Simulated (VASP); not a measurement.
# Mn (P6_3/mmc) in VASP: notebook

Runs on Mn. Level: PBEsol. Tasks: single point, relaxation of cell and atoms.

Program: VASP 6.6.1. These are calculated values, not measurements. Logs are shortened: lines on timing, memory, paths and dates and some standing lists are left out, and cuts for length are marked.

## (1) The cell of the first run

It takes space group P6_3/mmc (No. 194, hexagonal). The conventional cell has a = 2.451 Å, b = 2.451 Å, c = 3.969 Å, α = 90.00°, β = 90.00°, γ = 120.00°. Mn (site symmetry -6m2) has 12 Mn at 2.44 to 2.45 Å within 3.2 Å.

This isn't the form of Mn at room conditions, which is a 58-atom cubic cell.

## (2) Single point, PBEsol, collinear spin, ferromagnetic start

Input file INCAR:

```
PREC = Accurate
ENCUT = 520
EDIFF = 1E-6
ISMEAR = -1
SIGMA = 0.05
LREAL = False
LASPH = True
NELM = 150
ALGO = Normal
ISIF = 2
LWAVE = False
LCHARG = False
ISPIN = 2
MAGMOM = 4 4
LORBIT = 11
LMAXMIX = 4
GGA = PS
NBANDS = 24
```

Input file KPOINTS:

```
Automatic mesh
0
Gamma
  12 12 7
```

Input file POSCAR:

```
Mn
1.0
    2.4510561453      0.0000000000      0.0000000000
   -1.2255280727      2.1226768879      0.0000000000
    0.0000000000      0.0000000000      3.9688529364
Mn
2
Direct
    0.3333333333      0.6666666667      0.2500000000
    0.6666666667      0.3333333333      0.7500000000
```

Potentials or basis: VASP PAW PBE potentials, release 64 (Mn_pv).

Launch:

```sh
$ cat potpaw_PBE.64/Mn_pv/POTCAR > POTCAR
$ mpirun -np 1 vasp_std > vasp.out
```

OUTCAR:

```text
PREC = Accurate
   ENCUT = 520
   EDIFF = 1E-6
   ISMEAR = -1
   LREAL = False
   LASPH = True
   NELM = 150
   ISIF = 2
   ISPIN = 2
   LORBIT = 11
   GGA = PS

 ion  position               nearest neighbor table
   1  0.333  0.667  0.250-   2 2.44   2 2.44   2 2.44   2 2.44   2 2.44   2 2.44
   2  0.667  0.333  0.750-   1 2.44   1 2.44   1 2.44   1 2.44   1 2.44   1 2.44

  LATTYP: Found a hexagonal cell.
 ALAT       =     2.4510561453
 C/A-ratio  =     1.6192419517

  Lattice vectors:

 A1 = (   2.4510561453,   0.0000000000,   0.0000000000)
 A2 = (  -1.2255280727,   2.1226768879,   0.0000000000)
 A3 = (   0.0000000000,   0.0000000000,   3.9688529364)

Analysis of symmetry for initial positions (statically):
=====================================================================
 Subroutine PRICEL returns:
 Original cell was already a primitive cell.

 Routine SETGRP: Setting up the symmetry group for a
 hexagonal supercell.

 Subroutine GETGRP returns: Found 24 space group operations
 (whereof 12 operations were pure point group operations)
 out of a pool of 24 trial point group operations.

The static configuration has the point symmetry D_3d.
 The point group associated with its full space group is D_6h.

Analysis of symmetry for dynamics (positions and initial velocities):
=====================================================================
 Subroutine PRICEL returns:
 Original cell was already a primitive cell.

 Routine SETGRP: Setting up the symmetry group for a
 hexagonal supercell.

 Subroutine GETGRP returns: Found 24 space group operations
 (whereof 12 operations were pure point group operations)
 out of a pool of 24 trial point group operations.

The dynamic configuration has the point symmetry D_3d.
 The point group associated with its full space group is D_6h.

Analysis of structural, dynamic, and magnetic symmetry:
=====================================================================
 Subroutine PRICEL returns:
 Original cell was already a primitive cell.

 Routine SETGRP: Setting up the symmetry group for a
 hexagonal supercell.

 Subroutine GETGRP returns: Found 24 space group operations
 (whereof 12 operations were pure point group operations)
 out of a pool of 24 trial point group operations.

The overall configuration has the point symmetry D_3d.
 The point group associated with its full space group is D_6h.

 Subroutine INISYM returns: Found 24 space group operations
 (whereof 12 operations are pure point group operations),
 and found     1 'primitive' translations

----------------------------------------------------------------------------------------

                                     Primitive cell

  volume of cell :      20.6491

  direct lattice vectors                    reciprocal lattice vectors
     2.451056145  0.000000000  0.000000000     0.407987390  0.235551630  0.000000000
    -1.225528073  2.122676888  0.000000000     0.000000000  0.471103259  0.000000000
     0.000000000  0.000000000  3.968852936     0.000000000  0.000000000  0.251961969

  length of vectors
     2.451056145  2.451056145  3.968852936     0.471103259  0.471103259  0.251961969

  position of ions in fractional coordinates (direct lattice)
     0.333333333  0.666666667  0.250000000
     0.666666667  0.333333333  0.750000000

  ion indices of the primitive-cell ions
   primitive index   ion index
                 1           1
                 2           2

----------------------------------------------------------------------------------------

 KPOINTS: Automatic mesh

Automatic generation of k-mesh.
 Grid dimensions read from file:
 generate k-points for:   12   12    7

 Generating k-lattice:

  Cartesian coordinates                     Fractional coordinates (reciprocal lattice)
     0.033998949  0.019629302  0.000000000     0.083333333  0.000000000  0.000000000
     0.000000000  0.039258605  0.000000000     0.000000000  0.083333333  0.000000000
     0.000000000  0.000000000  0.035994567     0.000000000  0.000000000  0.142857143

  Length of vectors
     0.039258605  0.039258605  0.035994567

  Shift w.r.t. Gamma in fractional coordinates (k-lattice)
     0.000000000  0.000000000  0.000000000

 Subroutine IBZKPT returns following result:
 ===========================================

 Found     76 irreducible k-points:

 Following reciprocal coordinates:
            Coordinates               Weight
  0.000000  0.000000  0.000000      1.000000
  0.083333  0.000000  0.000000      6.000000
  0.166667  0.000000  0.000000      6.000000
  0.250000  0.000000  0.000000      6.000000
  0.333333 -0.000000  0.000000      6.000000
  0.416667 -0.000000  0.000000      6.000000
[... 16 lines left out ...]
  0.250000  0.000000  0.142857     12.000000
  0.333333 -0.000000  0.142857     12.000000
 [... further k-points ...]
   k-points           NKPTS =     76   k-points in BZ     NKDIM =     76   number of bands    NBANDS=     24
[... 90 lines left out ...]
      2     -36.7075      1.00000
      3     -36.6778      1.00000
      4     -36.5904      1.00000
      5     -36.5514      1.00000
      6     -36.5421      1.00000
[... 16 lines left out ...]
     23      35.6284      0.00000
     24      37.0981      0.00000

 k-point     3 :       0.1667    0.0000    0.0000
  band No.  band energies     occupation
      1     -37.3493      1.00000
      2     -36.8275      1.00000
      3     -36.7149      1.00000
      4     -36.7119      1.00000
      5     -36.5698      1.00000
      6     -36.5647      1.00000
[... 16 lines left out ...]
     23      34.6888      0.00000
     24      35.5509      0.00000
[... 514 lines left out ...]
 k-point    23 :       0.2500    0.0000    0.1429
  band No.  band energies     occupation
      1     -37.2536      1.00000
      2     -36.9705      1.00000
      3     -36.8958      1.00000
      4     -36.7554      1.00000
      5     -36.6135      1.00000
      6     -36.6049      1.00000
[... 16 lines left out ...]
     23      33.0941      0.00000
     24      34.8555      0.00000

 k-point    24 :       0.3333   -0.0000    0.1429
  band No.  band energies     occupation
      1     -37.2361      1.00000
      2     -37.0859      1.00000
      3     -37.0271      1.00000
      4     -36.8017      1.00000
      5     -36.6577      1.00000
      6     -36.6338      1.00000
[... 16 lines left out ...]
     23      31.8133      0.00000
     24      34.0731      0.00000

 [... further k-points ...]

 spin component 2

 k-point     1 :       0.0000    0.0000    0.0000
  band No.  band energies     occupation
      1     -37.4262      1.00000
      2     -36.6641      1.00000
      3     -36.6641      1.00000
      4     -36.5452      1.00000
      5     -36.5452      1.00000
      6     -36.5348      1.00000
[... 16 lines left out ...]
     23      37.9097      0.00000
     24      37.9097      0.00000

 k-point     2 :       0.0833    0.0000    0.0000
  band No.  band energies     occupation
      1     -37.4063      1.00000
      2     -36.7077      1.00000
      3     -36.6780      1.00000
      4     -36.5906      1.00000
      5     -36.5516      1.00000
      6     -36.5423      1.00000
[... 16 lines left out ...]
     23      35.6283      0.00000
     24      37.0982      0.00000

 k-point     3 :       0.1667    0.0000    0.0000
  band No.  band energies     occupation
      1     -37.3495      1.00000
      2     -36.8278      1.00000
      3     -36.7151      1.00000
      4     -36.7121      1.00000
      5     -36.5700      1.00000
      6     -36.5649      1.00000
[... 16 lines left out ...]
     23      34.6890      0.00000
     24      35.5512      0.00000
[... 514 lines left out ...]
 k-point    23 :       0.2500    0.0000    0.1429
  band No.  band energies     occupation
      1     -37.2538      1.00000
      2     -36.9707      1.00000
      3     -36.8961      1.00000
      4     -36.7557      1.00000
      5     -36.6137      1.00000
      6     -36.6051      1.00000
[... 16 lines left out ...]
     23      33.0943      0.00000
     24      34.8557      0.00000

 k-point    24 :       0.3333   -0.0000    0.1429
  band No.  band energies     occupation
      1     -37.2363      1.00000
      2     -37.0861      1.00000
      3     -37.0273      1.00000
      4     -36.8020      1.00000
      5     -36.6579      1.00000
      6     -36.6340      1.00000
[... 16 lines left out ...]
     23      31.8135      0.00000
     24      34.0733      0.00000

 [... further k-points ...]

------------------------ aborting loop because EDIFF is reached ----------------------------------------

  FORCE on cell =-STRESS in cart. coord.  units (eV):
  Direction    XX          YY          ZZ          XY          YZ          ZX
  --------------------------------------------------------------------------------------
  -------------------------------------------------------------------------------------
  Total       -0.0328363     -0.0328363     -0.0615803      0.0000000      0.0000000     -0.0000000
  in kB       -2.5477810     -2.5477810     -4.7780439      0.0000000      0.0000000     -0.0000000
  external PRESSURE =      -3.2912020 kB  Pullay stress =       0.0000000 kB

 VOLUME and BASIS-vectors are now :
 -----------------------------------------------------------------------------
  energy-cutoff  :      520.00
  volume of cell :       20.65
      direct lattice vectors                 reciprocal lattice vectors
     2.451056145  0.000000000  0.000000000     0.407987390  0.235551630  0.000000000
    -1.225528073  2.122676888  0.000000000     0.000000000  0.471103259  0.000000000
     0.000000000  0.000000000  3.968852936     0.000000000  0.000000000  0.251961969

 POSITION                                       TOTAL-FORCE (eV/Angst)
 -----------------------------------------------------------------------------------
     -0.00000      1.41512      0.99221         0.000000     -0.000000      0.000000
      1.22553      0.70756      2.97664        -0.000000      0.000000      0.000000
 -----------------------------------------------------------------------------------
    total drift:                               -0.000000      0.000000     -0.000000

  FREE ENERGIE OF THE ION-ELECTRON SYSTEM (eV)
  ---------------------------------------------------
  free  energy   TOTEN  =       -19.4249945288 eV

  energy  without entropy=      -19.4040589279  energy(sigma->0) =      -19.41452673

 total charge

# of ion       s       p       d       tot
------------------------------------------
    1        0.446   6.433   5.197  12.075
    2        0.446   6.433   5.197  12.075
--------------------------------------------------
tot          0.892  12.865  10.393  24.151

 magnetization (x)

# of ion       s       p       d       tot
------------------------------------------
    1        0.000   0.000  -0.000  -0.000
    2        0.000   0.000  -0.000  -0.000
--------------------------------------------------
tot          0.000   0.000  -0.000  -0.000
```

It took 41 s on 1 thread of Intel Xeon Platinum 8488C (Sapphire Rapids), shared host; peak memory 0.17 GiB.

What came out:

```
Free energy                                           : -19.4250 eV
Pressure                                              : -0.3 GPa
Band gap on the k mesh                                : zero (filled and empty bands overlap)
Net moment                                            : 0.00 μB per cell
Valence electrons inside the program's atomic spheres : Mn 12.07
```

Levels at points of the mesh, in eV from the Fermi level:
Spin up:
```
           k point  band 11  band 12  band 13  band 14  band 15  band 16
(0.00, 0.00, 0.00)    -1.00    -0.50    -0.50     0.05     0.05     0.79
(0.50, 0.00, 0.00)    -1.23    -0.98    -0.43     1.94     2.09     2.17
```
Spin down:
| k point | band 11 | band 12 | band 13 | band 14 | band 15 | band 16 |
| --- | --- | --- | --- | --- | --- | --- |
| (0.00, 0.00, 0.00) | -1.00 | -0.50 | -0.50 | 0.05 | 0.05 | 0.79 |
| (0.50, 0.00, 0.00) | -1.23 | -0.98 | -0.43 | 1.94 | 2.09 | 2.17 |

Caveat: the PAW data sets were made with another functional, which shifts forces and pressure a little.

## (3) Relaxation of cell and atoms, PBEsol, collinear spin, ferromagnetic start

This run uses another cell than the first one, of 10.75 Å³/atom.

Input file INCAR:

```
ALGO = Normal
EDIFF = 1E-7
EDIFFG = -0.005
ENCUT = 600
GGA = PS
IBRION = 2
ISIF = 3
ISMEAR = -1
ISPIN = 2
LASPH = True
LCHARG = False
LMAXMIX = 4
LORBIT = 11
LREAL = False
LWAVE = False
MAGMOM = 4 4
NELM = 150
NSW = 80
PREC = Accurate
SIGMA = 0.05
```

Input file KPOINTS:

```
k-points
0
Gamma
  12 12 7
```

Input file POSCAR:

```
Mn
1.0
    2.4836457705      0.0000000000      0.0000000000
   -1.2418228853      2.1509003313      0.0000000000
    0.0000000000      0.0000000000      4.0261950000
Mn
2
Direct
    0.3333333333      0.6666666667      0.2500000000
    0.6666666667      0.3333333333      0.7500000000
```

Potentials or basis: VASP PAW PBE potentials, release 64 (Mn_pv).

Launch:

```sh
$ cat potpaw_PBE.64/Mn_pv/POTCAR > POTCAR
$ mpirun -np 1 vasp_std > vasp.out
```

Wall time 4.7 min (1 thread of Intel Xeon Platinum 8488C (Sapphire Rapids), shared host); peak memory 0.19 GiB.

It converged, with:

```yaml
Free_energy: -19.4256 eV
Relaxed_volume: 10.32 Å³/atom
Relaxed_cell: a = 2.451 Å, b = 2.451 Å, c = 3.966 Å, α = 90.00°, β = 90.00°, γ = 120.00°
Space_group_after_relaxing_to_0.1_Å: P6_3/mmc (No. 194)
Energy_gained_by_relaxing: 16.5 meV/atom
Ionic_steps: 10
Pressure_after_relaxing: 0.0 GPa
Band_gap_on_the_k_mesh: zero (filled and empty bands overlap)
Net_moment: 0.00 μB per cell
Valence_electrons_inside_the_program's_atomic_spheres: Mn 12.08
```

The path:
| step | energy change (eV) | largest force (eV/Å) | pressure (GPa) | volume (Å³) |
| --- | --- | --- | --- | --- |
| 1 | 0.0000 | 0.0000 | -11.71 | 21.51 |
| 2 | 0.0848 | 0.0000 | 27.26 | 19.15 |
| 3 | -0.0331 | 0.0000 | -0.30 | 20.66 |
| 4 | -0.0331 | 0.0000 | -0.02 | 20.64 |
| 5 | -0.0331 | 0.0000 | 0.24 | 20.62 |
| 6 | -0.0331 | 0.0000 | -0.36 | 20.66 |
| 7 | -0.0331 | 0.0000 | -0.08 | 20.64 |
| 8 | -0.0331 | 0.0000 | -0.02 | 20.64 |
| 9 | -0.0331 | 0.0000 | -0.05 | 20.64 |
| 10 | -0.0331 | 0.0000 | 0.02 | 20.64 |

Final structure:
```xyz
2
Lattice="2.4510 0.0000 0.0000 -1.2255 2.1226 0.0000 0.0000 0.0000 3.9665" Properties=species:S:1:pos:R:3 pbc="T T T"
Mn    0.0000    1.4151    0.9916
Mn    1.2255    0.7075    2.9749
```

Levels at points of the mesh, in eV from the Fermi level:
Spin up:
```csv
k point,band 11,band 12,band 13,band 14,band 15,band 16
"(0.00, 0.00, 0.00)",-1.01,-0.50,-0.50,0.05,0.05,0.80
"(0.50, 0.00, 0.00)",-1.23,-0.98,-0.43,1.94,2.09,2.17
```
Spin down:
```tsv
k point	band 10	band 11	band 12	band 13	band 14	band 15	band 16	band 17
(0.00, 0.00, 0.00)	-1.01	-1.01	-0.50	-0.50	0.05	0.05	0.80	1.71
(0.50, 0.00, 0.00)	-1.37	-1.23	-0.98	-0.43	1.94	2.09	2.17	3.80
```

Caveat: the PAW data sets were made with another functional, which shifts forces and pressure a little.

## (4) Relaxation of cell and atoms, PBEsol, collinear spin, ferromagnetic start, target pressure 5 GPa, at which the enthalpy is minimised

This run uses another cell than the first one, of 10.75 Å³/atom.

Input file INCAR:

```
  PREC = Accurate
  ENCUT = 600
  EDIFF = 1E-7
  ISMEAR = -1
  SIGMA = 0.05
  LREAL = F
  LASPH = T
  NELM = 150
  ALGO = Normal
  ISIF = 3
  LWAVE = F
  LCHARG = F
  ISPIN = 2
  MAGMOM = 4 4
  LORBIT = 11
  LMAXMIX = 4
  GGA = PS
  IBRION = 2
  NSW = 80
  EDIFFG = -0.005
  PSTRESS = 50.0
```

Input file KPOINTS:

```
regular mesh
0
Gamma
  12 12 7
```

POSCAR is that of step 3.

Launch:

```sh
$ cat potpaw_PBE.64/Mn_pv/POTCAR > POTCAR
$ mpirun -np 1 vasp_std > vasp.out
```

Wall time 4.9 min (1 thread of Intel Xeon Platinum 8488C (Sapphire Rapids), shared host); peak memory 0.19 GiB.

The run converged. Its results:

* Free energy: -19.4207 eV
* Relaxed volume: 10.16 Å³/atom
* Relaxed cell: a = 2.438 Å, b = 2.438 Å, c = 3.946 Å, α = 90.00°, β = 90.00°, γ = 120.00°
* Space group after relaxing (to 0.1 Å): P6_3/mmc (No. 194)
* Energy change on relaxing (the run minimises the enthalpy): -14.1 meV/atom
* Ionic steps: 9
* Pressure after relaxing: 5.0 GPa
* Band gap on the k mesh: zero (filled and empty bands overlap)
* Net moment: 0.00 μB per cell
* Valence electrons inside the program's atomic spheres: Mn 12.11

Stress tensor (GPa, compression positive):
```
4.98 0.00 0.00
0.00 4.98 0.00
0.00 0.00 5.06
```

Step by step:
```
step  energy change (eV)  largest force (eV/Å)  pressure (GPa)  volume (Å³)
   1              0.0000                0.0000          -11.71        21.51
   2              0.3150                0.0000           51.33        18.20
   3             -0.0294                0.0000            4.32        20.36
   4             -0.0283                0.0000            4.91        20.32
   5             -0.0276                0.0000            5.29        20.30
   6             -0.0291                0.0000            4.57        20.35
   7             -0.0283                0.0000            4.96        20.32
   8             -0.0283                0.0000            4.93        20.32
   9             -0.0282                0.0000            5.01        20.32
```

Final structure:
```
CELL_PARAMETERS angstrom
2.43836 0.00000 0.00000
-1.21918 2.11168 0.00000
0.00000 0.00000 3.94582
ATOMIC_POSITIONS crystal
Mn 0.33333 0.66667 0.25000
Mn 0.66667 0.33333 0.75000
```

Levels at points of the mesh, in eV from the Fermi level:
Spin up:
| k point | band 10 | band 11 | band 12 | band 13 | band 14 | band 15 | band 16 | band 17 |
| --- | --- | --- | --- | --- | --- | --- | --- | --- |
| (0.00, 0.00, 0.00) | -1.03 | -1.03 | -0.52 | -0.52 | 0.05 | 0.05 | 0.83 | 1.75 |
| (0.50, 0.00, 0.00) | -1.38 | -1.26 | -1.00 | -0.44 | 1.98 | 2.14 | 2.22 | 3.87 |
Spin down:
```tsv
k point	band 9	band 10	band 11	band 12	band 13	band 14	band 15	band 16	band 17	band 18
(0.00, 0.00, 0.00)	-1.05	-1.03	-1.03	-0.52	-0.52	0.05	0.05	0.83	1.75	1.75
(0.50, 0.00, 0.00)	-3.98	-1.38	-1.26	-1.00	-0.44	1.98	2.14	2.22	3.87	6.10
```

Caveat: the cell is relaxed towards a set pressure, so the run minimises the enthalpy, not the energy; the PAW data sets were made with another functional, which shifts forces and pressure a little.
